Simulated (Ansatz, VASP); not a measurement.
## CdS: VASP beside Ansatz

The input POSCAR:

```
CdS
1.0
    4.0813092571      0.0000000000      0.0000000000
   -2.0406546285      3.5345174973      0.0000000000
    0.0000000000      0.0000000000      6.6306902802
Cd S
2 2
Direct
    0.3333333333      0.6666666667     -0.0009631164
    0.6666666667      0.3333333333      0.4990368836
    0.3333333333      0.6666666667      0.3759631164
    0.6666666667      0.3333333333      0.8759631164
```

File INCAR.step1:

```
  ALGO = Normal
  EDIFF = 1E-4
  ENCUT = 520
  GGA = PE
  ISMEAR = 0
  LASPH = T
  LCHARG = F
  LREAL = F
  LWAVE = T
  NBANDS = 26
  NELM = 60
  PREC = Accurate
  SIGMA = 0.01
```

File INCAR.step2:

```
  ALGO = Normal
  EDIFF = 1E-7
  ENCUT = 520
  ISIF = 2
  ISMEAR = 0
  ISTART = 1
  LASPH = T
  LCHARG = F
  LMIXTAU = T
  LREAL = F
  LWAVE = F
  METAGGA = R2SCAN
  NBANDS = 26
  NELM = 60
  PREC = Accurate
  SIGMA = 0.01
```

The input KPOINTS:

```
k-points
0
Gamma
  12 12 4
```

Input for Ansatz:

```yaml
crystal:
  lattice:
    - [4.0813092571, 0.0, 0.0]
    - [-2.0406546285, 3.5345174973, 0.0]
    - [0.0, 0.0, 6.6306902802]
  atoms:
    - { symbol: Cd, position: [0.3333333333, 0.6666666667, -0.0009631164] }
    - { symbol: Cd, position: [0.6666666667, 0.3333333333, 0.4990368836] }
    - { symbol: S, position: [0.3333333333, 0.6666666667, 0.3759631164] }
    - { symbol: S, position: [0.6666666667, 0.3333333333, 0.8759631164] }
kpoints:
  mp_grid: { grid: [12, 12, 4] }
  band_path:
    path:
      - [0.0, 0.0, 0.0]
      - [0.5, 0.0, 0.0]
      - [0.3333333333, 0.3333333333, 0.0]
      - [0.0, 0.0, 0.5]
      - [0.5, 0.0, 0.5]
      - [0.3333333333, 0.3333333333, 0.5]
    npoints: 1
hamiltonian:
  xc: r2scan
scf:
  occupations: { method: fixed }
  n_extra_bands: 5
output:
  forces: true
  stress: true
  eigenvalues: true
```

Change from the starting cell: hydrostatic strain -2.0%.

Alike in both runs: task single point; functional r2SCAN; k mesh 12 × 12 × 4; no spin polarisation.

|  | VASP | Ansatz |
| --- | --- | --- |
| version | VASP 6.6.1 | Ansatz 0.2.0 |
| potentials or method | VASP PAW PBE potentials, release 64 (Cd, S) | plane waves, PAW |
| plane-wave cutoff (eV) | 520 | 500 |
| occupations | gaussian, width 0.01 eV | fixed |
| valence electrons in the cell | 36 | 52 |

```tsv
	VASP	Ansatz	Ansatz less VASP
gap on the k mesh at the Fermi level (eV)	1.78	1.78	+0.002
pressure (GPa)	4.6	4.2	-0.41
```

VASP's potentials were made for PBE, not for r2SCAN. VASP's potentials hold 36 valence electrons a cell and Ansatz's 52, so a difference there can come from the potentials and not from the codes.
